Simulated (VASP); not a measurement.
# CdSe (P6_3mc) in VASP: a series of runs

The runs below take CdSe through relaxation of cell and atoms, single point, with LDA.

Program: VASP 6.6.1. These are calculated values, not measurements. Logs are shortened: lines on timing, memory, paths and dates and some standing lists are left out, and cuts for length are marked.

## Step 1: The cell of the first run

The structure is hexagonal, space group P6_3mc (No. 186). Conventional cell: a = 4.300 Å, b = 4.300 Å, c = 7.020 Å, α = 90.00°, β = 90.00°, γ = 120.00°. Cd (site symmetry 3m) has 4 Se at 2.61 to 2.70 Å within 3.4 Å. Within 3.4 Å of Se (site symmetry 3m) lie 4 Cd at 2.61 to 2.70 Å.

## Step 2: Relaxation of cell and atoms, LDA

Contents of INCAR:

```
SYSTEM = CdSe
  ALGO = Normal
  EDIFF = 1E-7
  EDIFFG = -0.002
  ENCUT = 600
  IBRION = 2
  ISIF = 3
  ISMEAR = -1
  LASPH = .True.
  LCHARG = .False.
  LREAL = .False.
  LWAVE = .False.
  NELM = 60
  NSW = 100
  PREC = Accurate
  SIGMA = 0.1
```

Contents of KPOINTS:

```
k-points
0
Gamma
  12 12 6
  0 0 0
```

Contents of POSCAR:

```
CdSe
1.0
    4.3000000000      0.0000000000      0.0000000000
   -2.1500000000      3.7239092363      0.0000000000
    0.0000000000      0.0000000000      7.0200000000
Cd Se
2 2
Direct
    0.3333333333      0.6666666667      0.0000000000
    0.6666666667      0.3333333333      0.5000000000
    0.3333333333      0.6666666667      0.3850000000
    0.6666666667      0.3333333333      0.8850000000
```

Potentials or basis: VASP PAW LDA potentials, release 64 (Cd, Se).

Command:

```sh
$ cat potpaw_LDA.64/Cd/POTCAR potpaw_LDA.64/Se/POTCAR > POTCAR
$ mpirun -np 1 vasp_std > vasp.out
```

OUTCAR:

```text
SYSTEM = CdSe
   EDIFF = 1E-7
   EDIFFG = -0.002
   ENCUT = 600
   IBRION = 2
   ISIF = 3
   ISMEAR = -1
   LASPH = .True.
   LREAL = .False.
   NELM = 60
   NSW = 100
   PREC = Accurate

 ion  position               nearest neighbor table
   1  0.333  0.667  0.000-   4 2.61   4 2.61   4 2.61   3 2.70
   2  0.667  0.333  0.500-   3 2.61   3 2.61   3 2.61   4 2.70
   3  0.333  0.667  0.385-   2 2.61   2 2.61   2 2.61   1 2.70
   4  0.667  0.333  0.885-   1 2.61   1 2.61   1 2.61   2 2.70

  LATTYP: Found a hexagonal cell.
 ALAT       =     4.3000000000
 C/A-ratio  =     1.6325581395

  Lattice vectors:

 A1 = (   4.3000000000,   0.0000000000,   0.0000000000)
 A2 = (  -2.1500000000,   3.7239092363,   0.0000000000)
 A3 = (   0.0000000000,   0.0000000000,   7.0200000000)

Analysis of symmetry for initial positions (statically):
=====================================================================
 Subroutine PRICEL returns:
 Original cell was already a primitive cell.

 Routine SETGRP: Setting up the symmetry group for a
 hexagonal supercell.

 Subroutine GETGRP returns: Found 12 space group operations
 (whereof  6 operations were pure point group operations)
 out of a pool of 24 trial point group operations.

The static configuration has the point symmetry C_3v.
 The point group associated with its full space group is C_6v.

Analysis of symmetry for dynamics (positions and initial velocities):
=====================================================================
 Subroutine PRICEL returns:
 Original cell was already a primitive cell.

 Routine SETGRP: Setting up the symmetry group for a
 hexagonal supercell.

 Subroutine GETGRP returns: Found 12 space group operations
 (whereof  6 operations were pure point group operations)
 out of a pool of 24 trial point group operations.

The dynamic configuration has the point symmetry C_3v.
 The point group associated with its full space group is C_6v.

 Subroutine INISYM returns: Found 12 space group operations
 (whereof  6 operations are pure point group operations),
 and found     1 'primitive' translations

----------------------------------------------------------------------------------------

                                     Primitive cell

  volume of cell :     112.4099

  direct lattice vectors                    reciprocal lattice vectors
     4.300000000  0.000000000  0.000000000     0.232558140  0.134267504  0.000000000
    -2.150000000  3.723909236  0.000000000     0.000000000  0.268535009  0.000000000
     0.000000000  0.000000000  7.020000000     0.000000000  0.000000000  0.142450142

  length of vectors
     4.300000000  4.300000000  7.020000000     0.268535009  0.268535009  0.142450142

  position of ions in fractional coordinates (direct lattice)
     0.333333333  0.666666667  0.000000000
     0.666666667  0.333333333  0.500000000
     0.333333333  0.666666667  0.385000000
     0.666666667  0.333333333  0.885000000

  ion indices of the primitive-cell ions
   primitive index   ion index
                 1           1
                 2           2
                 3           3
                 4           4

----------------------------------------------------------------------------------------

 KPOINTS: k-points

Automatic generation of k-mesh.
 Grid dimensions read from file:
 generate k-points for:   12   12    6

 Generating k-lattice:

  Cartesian coordinates                     Fractional coordinates (reciprocal lattice)
     0.019379845  0.011188959  0.000000000     0.083333333  0.000000000  0.000000000
     0.000000000  0.022377917  0.000000000     0.000000000  0.083333333  0.000000000
     0.000000000  0.000000000  0.023741690     0.000000000  0.000000000  0.166666667

  Length of vectors
     0.022377917  0.022377917  0.023741690

  Shift w.r.t. Gamma in fractional coordinates (k-lattice)
     0.000000000  0.000000000  0.000000000

 Subroutine IBZKPT returns following result:
 ===========================================

 Found     76 irreducible k-points:

 Following reciprocal coordinates:
            Coordinates               Weight
  0.000000  0.000000  0.000000      1.000000
  0.083333 -0.000000  0.000000      6.000000
  0.166667 -0.000000  0.000000      6.000000
  0.250000 -0.000000  0.000000      6.000000
  0.333333 -0.000000  0.000000      6.000000
  0.416667 -0.000000  0.000000      6.000000
[... 16 lines left out ...]
  0.250000 -0.000000  0.166667     12.000000
  0.333333 -0.000000  0.166667     12.000000
 [... further k-points ...]
   k-points           NKPTS =     76   k-points in BZ     NKDIM =     76   number of bands    NBANDS=     22
   number of dos      NEDOS =    301   number of ions     NIONS =      4
   total plane-waves  NPLWV =  72576
   dimension x,y,z NGX =    36 NGY =   36 NGZ =   56
   dimension x,y,z NGXF=    72 NGYF=   72 NGZF=  112
   ions per type =               2   2
   NGX,Y,Z   is equivalent  to a cutoff of  13.92, 13.92, 13.26 a.u.
   NGXF,Y,Z  is equivalent  to a cutoff of  27.84, 27.84, 26.52 a.u.
 SYSTEM =  CdSe
   PREC   = accura    normal or accurate (medium, high low for compatibility)
   ISTART =      0    job   : 0-new  1-cont  2-samecut
   ICHARG =      2    charge: 1-file 2-atom 10-const
   ISPIN  =      1    spin polarized calculation?
   LNONCOLLINEAR =      F non collinear calculations
   LSORBIT =      F    spin-orbit coupling
   LASPH  =      T    aspherical Exc in radial PAW
   ENCUT  =  600.0 eV  44.10 Ry    6.64 a.u.   8.59  8.59 14.02*2*pi/ulx,y,z
   NELM   =     60;   NELMIN=  2; NELMDL= -5     # of ELM steps
   EDIFF  = 0.1E-06   stopping-criterion for ELM
   LREAL  =      F    real-space projection
   EDIFFG = -.2E-02   stopping-criterion for IOM
   NSW    =    100    number of steps for IOM
   IBRION =      2    ionic relax: 0-MD 1-quasi-New 2-CG
   NFREE  =      1    steps in history (QN), initial steepest desc. (CG)
   ISIF   =      3    stress and relaxation
   ISYM   =      2    0-nonsym 1-usesym 2-fastsym
   POTIM  = 0.5000    time-step for ionic-motion
   TEBEG  =    0.0;   TEEND  =   0.0 temperature during run
   PSTRESS=    0.0 pullay stress
   NELECT =      36.0000    total number of electrons
   NUPDOWN=      -1.0000    fix difference up-down
   EMIN   =  10.00;   EMAX   =-10.00  energy-range for DOS
   EFERMI =   0.00;   METHOD = LEGACY
   ISMEAR =    -1;   SIGMA  =   0.10  broadening in eV -4-tet -1-fermi 0-gaus
   EFERMI_NEDOS =   21; number of points for ismear=-14 and -15
   IALGO  =     38    algorithm
   IMIX   =      4    mixing-type and parameters
     AMIX     =   0.40;   BMIX     =  1.00
     AMIX_MAG =   1.60;   BMIX_MAG =  1.00
  volume/ion in A,a.u.               =      28.10       189.64
  Fermi-wavevector in a.u.,A,eV,Ry     =   1.120059  2.116604 17.068937  1.254531
  Thomas-Fermi vector in A             =   2.256702
   LORBIT       =      0    0 simple, 1 ext, 2 COOP (PROOUT), +10 PAW based schemes
   GGA     = CA    functional components
   LHFCALC =     F    Hartree Fock is set to
   AEXX    =    0.0000 exact exchange contribution
   IVDW    =     0    specifies the selected vdW correction
   LEPSILON=     F    determine dielectric tensor
   LRPA    =     F    only Hartree local field effects (RPA)
 conjugate gradient relaxation of ions
 non-spin polarized calculation
  energy-cutoff  :      600.00
  volume of cell :      112.41
 maximum number of plane-waves:      3791
 NGX is ok and might be reduce to    36
   NGX = 17   NGY = 17   NGZ = 29

--------------------------------------- Ionic step        1  -------------------------------------------

 number of electron      35.9999992 magnetization

 Free energy of the ion-electron system (eV)
  ---------------------------------------------------
  ext. energy  EPLUGINS =         0.00000000
  ---------------------------------------------------
  free energy    TOTEN  =       -13.48764439 eV

  energy without entropy =      -13.48683176  energy(sigma->0) =      -13.48723807

------------------------ aborting loop because EDIFF is reached ----------------------------------------

  FORCE on cell =-STRESS in cart. coord.  units (eV):
  Direction    XX          YY          ZZ          XY          YZ          ZX
  --------------------------------------------------------------------------------------
  -------------------------------------------------------------------------------------
  Total       -0.5992187     -0.5992187     -1.7837977      0.0000000     -0.0000000      0.0000000
  in kB       -8.5406573     -8.5406573    -25.4244476      0.0000000     -0.0000000      0.0000000
  external PRESSURE =     -14.1685874 kB  Pullay stress =       0.0000000 kB
[... 95 lines left out ...]
  FREE ENERGIE OF THE ION-ELECTRON SYSTEM (eV)
  ---------------------------------------------------
  free  energy   TOTEN  =       -13.5161194557 eV

  energy  without entropy=      -13.5154653203  energy(sigma->0) =      -13.51579239

[... ionic steps 4 to 11 ...]

--------------------------------------- Ionic step       12  -------------------------------------------

 number of electron      35.9999992 magnetization

------------------------ aborting loop because EDIFF is reached ----------------------------------------

  FORCE on cell =-STRESS in cart. coord.  units (eV):
  Direction    XX          YY          ZZ          XY          YZ          ZX
  --------------------------------------------------------------------------------------
  -------------------------------------------------------------------------------------
  Total        0.0164542      0.0164542     -0.0154599      0.0000000      0.0000000      0.0000000
  in kB        0.2412494      0.2412494     -0.2266704      0.0000000      0.0000000      0.0000000
  external PRESSURE =       0.0852761 kB  Pullay stress =       0.0000000 kB
[... 61 lines left out ...]
  energy  without entropy=      -13.5203778151  energy(sigma->0) =      -13.52073295

--------------------------------------- Ionic step       14  -------------------------------------------

 number of electron      35.9999991 magnetization

 Free energy of the ion-electron system (eV)
  ---------------------------------------------------
  ext. energy  EPLUGINS =         0.00000000
  ---------------------------------------------------
  free energy    TOTEN  =       -13.52109056 eV

  energy without entropy =      -13.52038065  energy(sigma->0) =      -13.52073560

 E-fermi :   1.4754     XC(G=0):  -9.4141

 val. band max:        1.0607762130   @ k =   0.0000   0.0000   0.0000
 cond. band min:       1.5392957053   @ k =   0.0000   0.0000   0.0000
 fundamental gap:      0.4785194923
 Fermi energy:         1.4753856931

 k-point     1 :       0.0000    0.0000    0.0000
  band No.  band energies     occupation
      1     -11.7649      2.00000
      2     -11.3541      2.00000
      3      -6.9954      2.00000
      4      -6.9856      2.00000
      5      -6.9856      2.00000
      6      -6.9116      2.00000
[... 574 lines left out ...]
      6      -6.7860      2.00000
[... 14 lines left out ...]
     21       6.1331      0.00000
     22       6.4012      0.00000

 [... further k-points ...]

------------------------ aborting loop because EDIFF is reached ----------------------------------------

  FORCE on cell =-STRESS in cart. coord.  units (eV):
  Direction    XX          YY          ZZ          XY          YZ          ZX
  --------------------------------------------------------------------------------------
  -------------------------------------------------------------------------------------
  Total        0.0029803      0.0029803      0.0031582      0.0000000      0.0000000      0.0000000
  in kB        0.0436928      0.0436928      0.0463010      0.0000000      0.0000000      0.0000000
  external PRESSURE =       0.0445622 kB  Pullay stress =       0.0000000 kB
[... 19 lines left out ...]
  FREE ENERGIE OF THE ION-ELECTRON SYSTEM (eV)
  ---------------------------------------------------
  free  energy   TOTEN  =       -13.5210905581 eV

  energy  without entropy=      -13.5203806456  energy(sigma->0) =      -13.52073560

 reached required accuracy - stopping structural energy minimisation
```

Run time: 11 min. Hardware: 1 thread of Intel Xeon 6975P-C (Granite Rapids), shared host; peak memory 0.36 GiB.

Results:

- Free energy: -13.5211 eV
- Relaxed volume: 27.32 Å³/atom
- Relaxed cell: a = 4.258 Å, b = 4.258 Å, c = 6.961 Å, α = 90.00°, β = 90.00°, γ = 120.00°
- Space group after relaxing (to 0.1 Å): P6_3mc (No. 186)
- Energy gained by relaxing: 8.4 meV/atom
- Ionic steps: 14
- Pressure after relaxing: 0.0 GPa
- Band gap on the k mesh: 0.48 eV

Step by step:
| step | energy change (eV) | largest force (eV/Å) | pressure (GPa) | volume (Å³) |
| --- | --- | --- | --- | --- |
| 1 | 0.0000 | 0.2656 | -1.42 | 112.41 |
| 2 | -0.0281 | 0.0862 | 0.48 | 108.41 |
| 3 | -0.0285 | 0.1098 | 0.26 | 108.81 |
| 4 | -0.0305 | 0.0375 | 0.01 | 109.28 |
| 5 | -0.0305 | 0.0248 | -0.04 | 109.36 |
| 6 | -0.0317 | 0.0224 | -0.07 | 109.43 |
| 7 | -0.0332 | 0.0134 | -0.18 | 109.64 |
| 8 | -0.0332 | 0.0063 | 0.21 | 108.90 |
| 9 | -0.0334 | 0.0041 | 0.00 | 109.29 |
| 10 | -0.0334 | 0.0038 | 0.00 | 109.28 |
| 11 | -0.0334 | 0.0012 | 0.11 | 109.09 |
| 12 | -0.0334 | 0.0037 | 0.01 | 109.28 |
| 13 | -0.0334 | 0.0039 | 0.00 | 109.29 |
| 14 | -0.0334 | 0.0009 | 0.00 | 109.28 |

Final structure:
```yaml
crystal:
  lattice:
    - [4.25781, 0.00000, 0.00000]
    - [-2.12890, 3.68737, 0.00000]
    - [0.00000, 0.00000, 6.96076]
  atoms:
    - { symbol: Cd, position: [0.33333, 0.66667, 0.00489] }
    - { symbol: Cd, position: [0.66667, 0.33333, 0.50489] }
    - { symbol: Se, position: [0.33333, 0.66667, 0.38011] }
    - { symbol: Se, position: [0.66667, 0.33333, 0.88011] }
```

Caveat: semilocal functionals underestimate gaps, and a narrow one can read as zero.

## Step 3: Single point, LDA

This run uses another cell than the first one, of 27.11 Å³/atom.

Contents of INCAR:

```
PREC = Accurate ; ENCUT = 520
EDIFF = 1E-6 ; ISMEAR = -1
SIGMA = 0.1 ; LREAL = F
LASPH = T ; NELM = 60
ALGO = Normal ; ISIF = 2
LWAVE = F ; LCHARG = T
GGA = CA ; LELF = T
LVHAR = T ; NBANDS = 26
```

Contents of KPOINTS:

```
Automatic mesh
0
Gamma
  12 12 6
```

Contents of POSCAR:

```
CdSe
1.0
    4.2474078342      0.0000000000      0.0000000000
   -2.1237039171      3.6783630846      0.0000000000
    0.0000000000      0.0000000000      6.9419454804
Cd Se
2 2
Direct
    0.3333333333      0.6666666667      0.0048433113
    0.6666666667      0.3333333333      0.5048433113
    0.3333333333      0.6666666667      0.3801566887
    0.6666666667      0.3333333333      0.8801566887
```

Potentials or basis: VASP PAW LDA potentials, release 64 (Cd, Se).

Command:

```sh
$ cat potpaw_LDA.64/Cd/POTCAR potpaw_LDA.64/Se/POTCAR > POTCAR
$ mpirun -np 1 vasp_std > vasp.out
```

Run time: 95 s. Hardware: 1 thread of Intel Xeon Platinum 8488C (Sapphire Rapids), shared host; peak memory 0.32 GiB.

It converged, with:

```
Free energy            : -13.5193 eV
Pressure               : 0.5 GPa
Band gap on the k mesh : 0.50 eV
```

Levels at points of the mesh, in eV from the valence-band top:
| k point | band 14 | band 15 | band 16 | band 17 | band 18 | band 19 | band 20 | band 21 | band 22 | band 23 |
| --- | --- | --- | --- | --- | --- | --- | --- | --- | --- | --- |
| (0.00, 0.00, 0.00) | -0.83 | -0.83 | -0.07 | 0.00 | 0.00 | 0.50 | 2.05 | 5.72 | 5.72 | 5.99 |
| (0.50, 0.00, 0.00) | -3.89 | -2.89 | -2.02 | -1.48 | -0.83 | 3.11 | 3.15 | 4.58 | 6.10 | 6.33 |
| (0.00, 0.00, 0.50) | -2.85 | -0.44 | -0.44 | -0.44 | -0.44 | 2.25 | 2.25 | 5.73 | 5.73 | 6.14 |
| (0.50, 0.00, 0.50) | -4.50 | -1.49 | -1.49 | -1.47 | -1.47 | 2.74 | 2.74 | 4.71 | 4.71 | 7.62 |

Caveat: semilocal functionals underestimate gaps, and a narrow one can read as zero.
